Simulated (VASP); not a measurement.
Write the native input for VASP 6.6.1 that does the following.

- Task: relaxation of shape and atoms at fixed volume
- Functional: PBEsol
- Potentials or basis: VASP PAW PBE potentials, release 64 (Sb, Pt)
- Cutoff: 600 eV
- k mesh: 12 × 12 × 8
- Occupations: gaussian, width 0.1 eV
- Spin: no spin polarisation
- Dipole correction: no
- Further INCAR settings: ALGO = Normal; EDIFF = 1e-06; IBRION = 2; EDIFFG = -0.01; NSW = 50; ISIF = 4

The structure of SbPt lies in POSCAR:

```
SbPt
1.0
    4.1286518687      0.0000000000      0.0000000000
   -2.0643259343      3.5755174016      0.0000000000
    0.0000000000      0.0000000000      5.4132458039
Sb Pt
2 2
Direct
    0.3333333333      0.6666666667      0.2500000000
    0.6666666667      0.3333333333      0.7500000000
    0.0000000000      0.0000000000      0.0000000000
    0.0000000000      0.0000000000      0.5000000000
```

The input as run:

INCAR

```
SYSTEM = SbPt
ALGO = Normal
EDIFF = 1E-6
EDIFFG = -0.01
ENCUT = 600
GGA = PS
IBRION = 2
ISIF = 4
ISMEAR = 0
LASPH = .True.
LCHARG = .False.
LREAL = .False.
LWAVE = .False.
NELM = 100
NSW = 50
PREC = Accurate
SIGMA = 0.1
```

KPOINTS

```
k-points
0
Gamma
  12 12 8
  0 0 0
```

Potentials or basis: VASP PAW PBE potentials, release 64 (Sb, Pt).

The run is started by

```bash
$ cat potpaw_PBE.64/Sb/POTCAR potpaw_PBE.64/Pt/POTCAR > POTCAR
$ mpirun -np 1 vasp_std > vasp.out
```

Results of the run:

```json
{
 "Energy gained by relaxing": "0.1 meV/atom",
 "Ionic steps": "2",
 "Pressure after relaxing": "4.5 GPa",
 "Band gap on the k mesh": "zero (bands 15 and 16 overlap by 4.21 eV)"
}
```

Caveat: the PAW data sets were made with another functional, which shifts forces and pressure a little; spin-orbit coupling is left out, which moves the levels of the heavy elements.

Run time: 96 s on 1 thread of Intel(R) Xeon(R) 6975P-C (Granite Rapids) (shared host), peak memory 0.35 GiB.
